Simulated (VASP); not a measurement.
# MnO (Fm-3m) in VASP: a series of runs, part 3 of 4

VASP 6.6.1. Earlier steps stand in the parts before.

**4. Single point, r2SCAN+D4, collinear spin, ferromagnetic start**

This run uses another cell than the first one, of 10.94 Å³/atom, 0.938 times its volume.

Input file POSCAR:

```
MnO
1.0
    0.0000000000      2.2199421236      2.2199421236
    2.2199421236      0.0000000000      2.2199421236
    2.2199421236      2.2199421236      0.0000000000
Mn O
1 1
Direct
    0.0000000000      0.0000000000      0.0000000000
    0.5000000000      0.5000000000      0.5000000000
```

Input file INCAR.step1:

```
PREC     = Accurate       # precision mode
ENCUT    = 520            # plane-wave cutoff, eV
ISMEAR   = -1             # smearing method
SIGMA    = 0.05           # smearing width, eV
LREAL    = F              # projectors in reciprocal space
LASPH    = T              # aspherical terms in the spheres
NELM     = 150            # most SCF steps
ISPIN    = 2              # spin polarisation
MAGMOM   = 4 0            # initial moments
LMAXMIX  = 4              # l up to which the mixer works
NBANDS   = 20             # bands
GGA      = PE             # functional
ALGO     = Normal         # electronic algorithm
EDIFF    = 1E-4           # SCF threshold, eV
LWAVE    = T              # write WAVECAR
LCHARG   = F              # write CHGCAR
```

Input file INCAR.step2:

```
PREC     = Accurate       # precision mode
ENCUT    = 520            # plane-wave cutoff, eV
EDIFF    = 1E-7           # SCF threshold, eV
ISMEAR   = -1             # smearing method
SIGMA    = 0.05           # smearing width, eV
LREAL    = F              # projectors in reciprocal space
LASPH    = T              # aspherical terms in the spheres
NELM     = 150            # most SCF steps
ALGO     = Normal         # electronic algorithm
ISIF     = 2              # what is computed and relaxed
LWAVE    = F              # write WAVECAR
LCHARG   = F              # write CHGCAR
ISPIN    = 2              # spin polarisation
MAGMOM   = 4 0            # initial moments
LORBIT   = 11             # projections on sites
LMAXMIX  = 4              # l up to which the mixer works
METAGGA  = R2SCAN         # meta-GGA
LMIXTAU  = T            
IVDW     = 13             # dispersion correction
VDW_S6   = 1.0          
VDW_S8   = 0.6018749    
VDW_A1   = 0.51559235   
VDW_A2   = 5.77342911   
NBANDS   = 20             # bands
ISTART   = 1
```

Input file KPOINTS:

```
Automatic mesh
0
Gamma
  10 10 10
```

Potentials or basis: VASP PAW PBE potentials, release 64 (Mn_pv, O).

Launch:

```sh
cat potpaw_PBE.64/Mn_pv/POTCAR potpaw_PBE.64/O/POTCAR > POTCAR
cp INCAR.step1 INCAR
mpirun -np 1 vasp_std > vasp.out
cp INCAR.step2 INCAR
mpirun -np 1 vasp_std > vasp.out
```

OUTCAR:

```text
PREC = Accurate
   ENCUT = 520
   EDIFF = 1E-7
   ISMEAR = -1
   LREAL = F
   LASPH = T
   NELM = 150
   ISIF = 2
   ISPIN = 2
   LORBIT = 11
   METAGGA = R2SCAN
   IVDW = 13
   ISTART = 1

 ion  position               nearest neighbor table
   1  0.000  0.000  0.000-   2 2.22   2 2.22   2 2.22   2 2.22   2 2.22   2 2.22
   2  0.500  0.500  0.500-   1 2.22   1 2.22   1 2.22   1 2.22   1 2.22   1 2.22

  LATTYP: Found a face centered cubic cell.
 ALAT       =     4.4398842472

  Lattice vectors:

 A1 = (   0.0000000000,   2.2199421236,   2.2199421236)
 A2 = (   2.2199421236,   0.0000000000,   2.2199421236)
 A3 = (   2.2199421236,   2.2199421236,   0.0000000000)

Analysis of symmetry for initial positions (statically):
=====================================================================
 Subroutine PRICEL returns:
 Original cell was already a primitive cell.

 Routine SETGRP: Setting up the symmetry group for a
 face centered cubic supercell.

 Subroutine GETGRP returns: Found 48 space group operations
 (whereof 48 operations were pure point group operations)
 out of a pool of 48 trial point group operations.

The static configuration has the point symmetry O_h .

Analysis of symmetry for dynamics (positions and initial velocities):
=====================================================================
 Subroutine PRICEL returns:
 Original cell was already a primitive cell.

 Routine SETGRP: Setting up the symmetry group for a
 face centered cubic supercell.

 Subroutine GETGRP returns: Found 48 space group operations
 (whereof 48 operations were pure point group operations)
 out of a pool of 48 trial point group operations.

The dynamic configuration has the point symmetry O_h .

Analysis of structural, dynamic, and magnetic symmetry:
=====================================================================
 Subroutine PRICEL returns:
 Original cell was already a primitive cell.

 Routine SETGRP: Setting up the symmetry group for a
 face centered cubic supercell.

 Subroutine GETGRP returns: Found 48 space group operations
 (whereof 48 operations were pure point group operations)
 out of a pool of 48 trial point group operations.

The overall configuration has the point symmetry O_h .

 Subroutine INISYM returns: Found 48 space group operations
 (whereof 48 operations are pure point group operations),
 and found     1 'primitive' translations

----------------------------------------------------------------------------------------

                                     Primitive cell

  volume of cell :      21.8804

  direct lattice vectors                    reciprocal lattice vectors
     0.000000000  2.219942124  2.219942124    -0.225231097  0.225231097  0.225231097
     2.219942124  0.000000000  2.219942124     0.225231097 -0.225231097  0.225231097
     2.219942124  2.219942124  0.000000000     0.225231097  0.225231097 -0.225231097

  length of vectors
     3.139472259  3.139472259  3.139472259     0.390111704  0.390111704  0.390111704

  position of ions in fractional coordinates (direct lattice)
     0.000000000  0.000000000  0.000000000
     0.500000000  0.500000000  0.500000000

  ion indices of the primitive-cell ions
   primitive index   ion index
                 1           1
                 2           2

[... 63 lines left out ...]
   ISTART =      1    job   : 0-new  1-cont  2-samecut
   ICHARG =      0    charge: 1-file 2-atom 10-const
   ISPIN  =      2    spin polarized calculation?
   LNONCOLLINEAR =      F non collinear calculations
   LSORBIT =      F    spin-orbit coupling
   LASPH  =      T    aspherical Exc in radial PAW
   ENCUT  =  520.0 eV  38.22 Ry    6.18 a.u.   5.84  5.84  5.84*2*pi/ulx,y,z
   NELM   =    150;   NELMIN=  2; NELMDL=  0     # of ELM steps
   EDIFF  = 0.1E-06   stopping-criterion for ELM
   LREAL  =      F    real-space projection
   EDIFFG = 0.1E-05   stopping-criterion for IOM
   NSW    =      0    number of steps for IOM
   IBRION =     -1    ionic relax: 0-MD 1-quasi-New 2-CG
   NFREE  =      0    steps in history (QN), initial steepest desc. (CG)
   ISIF   =      2    stress and relaxation
   ISYM   =      2    0-nonsym 1-usesym 2-fastsym
   POTIM  = 0.5000    time-step for ionic-motion
   TEBEG  =    0.0;   TEEND  =   0.0 temperature during run
   PSTRESS=    0.0 pullay stress
   NELECT =      19.0000    total number of electrons
   NUPDOWN=      -1.0000    fix difference up-down
   EMIN   =  10.00;   EMAX   =-10.00  energy-range for DOS
   EFERMI =   0.00;   METHOD = LEGACY
   ISMEAR =    -1;   SIGMA  =   0.05  broadening in eV -4-tet -1-fermi 0-gaus
   EFERMI_NEDOS =   21; number of points for ismear=-14 and -15
   IALGO  =     38    algorithm
   IMIX   =      4    mixing-type and parameters
     AMIX     =   0.40;   BMIX     =  1.00
     AMIX_MAG =   1.60;   BMIX_MAG =  1.00
  volume/ion in A,a.u.               =      10.94        73.83
  Fermi-wavevector in a.u.,A,eV,Ry     =   1.561856  2.951480 33.189981  2.439395
  Thomas-Fermi vector in A             =   2.664860
   LORBIT       =     11    0 simple, 1 ext, 2 COOP (PROOUT), +10 PAW based schemes
   METAGGA = R2SCAN    functional components
   LHFCALC =     F    Hartree Fock is set to
   AEXX    =    0.0000 exact exchange contribution
   IVDW    =    13    specifies the selected vdW correction
   LEPSILON=     F    determine dielectric tensor
   LRPA    =     F    only Hartree local field effects (RPA)
 spin polarized calculation
  energy-cutoff  :      520.00
  volume of cell :       21.88
 maximum number of plane-waves:       609
   NGX = 11   NGY = 11   NGZ = 11

 number of electron      18.9999992 magnetization       4.9969393

 Free energy of the ion-electron system (eV)
  ---------------------------------------------------
  ext. energy  EPLUGINS =         0.00000000
  ---------------------------------------------------
  free energy    TOTEN  =       -24.48543362 eV

  energy without entropy =      -24.48473903  energy(sigma->0) =      -24.48508632

 E-fermi :   7.4986     XC(G=0): -12.5589

 val. band max:        7.3776721371   @ k =   0.5000   0.0000   0.0000
 cond. band min:       7.5137725023   @ k =   0.5000   0.5000   0.0000
 fundamental gap:      0.1361003652
 Fermi energy:         7.4986003025

 spin component 1

 k-point     1 :       0.0000    0.0000    0.0000
  band No.  band energies     occupation
      1     -45.1920      1.00000
      2     -45.1920      1.00000
      3     -45.1919      1.00000
      4     -13.9061      1.00000
      5       3.5266      1.00000
      6       3.5266      1.00000
[... 541 lines left out ...]
     19      32.6336      0.00000
     20      33.2933      0.00000

 [... further k-points ...]

 spin component 2

 k-point     1 :       0.0000    0.0000    0.0000
  band No.  band energies     occupation
      1     -38.8161      1.00000
      2     -38.8161      1.00000
      3     -38.8159      1.00000
      4     -13.3767      1.00000
      5       4.0986      1.00000
      6       4.0986      1.00000
[... 541 lines left out ...]
     19      34.4180      0.00000
     20      36.2669      0.00000

 [... further k-points ...]

------------------------ aborting loop because EDIFF is reached ----------------------------------------

  DFT-D4 for vdW energy calculation

  Edisp (eV):   -0.23954

  FORCE on cell =-STRESS in cart. coord.  units (eV):
  Direction    XX          YY          ZZ          XY          YZ          ZX
  --------------------------------------------------------------------------------------
  -------------------------------------------------------------------------------------
  Total       0.02561     0.02561     0.02561     0.00000     0.00000    -0.00000
  in kB       1.87516     1.87516     1.87516     0.00000     0.00000    -0.00000
  external pressure =        1.88 kB  Pullay stress =        0.00 kB

 VOLUME and BASIS-vectors are now :
 -----------------------------------------------------------------------------
  energy-cutoff  :      520.00
  volume of cell :       21.88
      direct lattice vectors                 reciprocal lattice vectors
     0.000000000  2.219942124  2.219942124    -0.225231097  0.225231097  0.225231097
     2.219942124  0.000000000  2.219942124     0.225231097 -0.225231097  0.225231097
     2.219942124  2.219942124  0.000000000     0.225231097  0.225231097 -0.225231097

 POSITION                                       TOTAL-FORCE (eV/Angst)
 -----------------------------------------------------------------------------------
      0.00000      0.00000      0.00000         0.000000      0.000000      0.000000
      2.21994      2.21994      2.21994        -0.000000     -0.000000     -0.000000
 -----------------------------------------------------------------------------------
    total drift:                                0.000000     -0.000000     -0.000000

  FREE ENERGIE OF THE ION-ELECTRON SYSTEM (eV)
  ---------------------------------------------------
  free  energy   TOTEN  =       -24.7249722497 eV

  energy  without entropy=      -24.7242776505  energy(sigma->0) =      -24.72462495

 total charge

# of ion       s       p       d       tot
------------------------------------------
    1        0.209   6.173   4.964  11.345
    2        1.559   3.472   0.000   5.031
--------------------------------------------------
tot          1.768   9.645   4.964  16.377

 magnetization (x)

# of ion       s       p       d       tot
------------------------------------------
    1        0.028   0.022   4.490   4.541
    2        0.032   0.202   0.000   0.234
--------------------------------------------------
tot          0.060   0.224   4.490   4.774
```

Wall time 58 s (1 thread of Intel Xeon 6975P-C (Granite Rapids), shared host); peak memory 0.17 GiB.

Results:

```
Free energy                                           : -24.7250 eV
Pressure                                              : 0.2 GPa
Band gap on the k mesh                                : zero (filled and empty bands overlap)
Net moment                                            : 5.00 μB per cell
Site moments                                          : Mn +4.54; O +0.23 μB
Valence electrons inside the program's atomic spheres : Mn 11.35; O 5.03
Dispersion energy per atom                            : -0.120 eV
```

Caveat: the PAW data sets were made with another functional, which shifts forces and pressure a little; a cell with one magnetic atom can't hold antiferromagnetic order, which such compounds often take; semilocal functionals often make such compounds metallic where correlation or magnetic order opens a gap, which also shifts bond lengths; pairwise dispersion overbinds metals, which lowers pressure and volume.

(Part 3 of 4 ends here.)
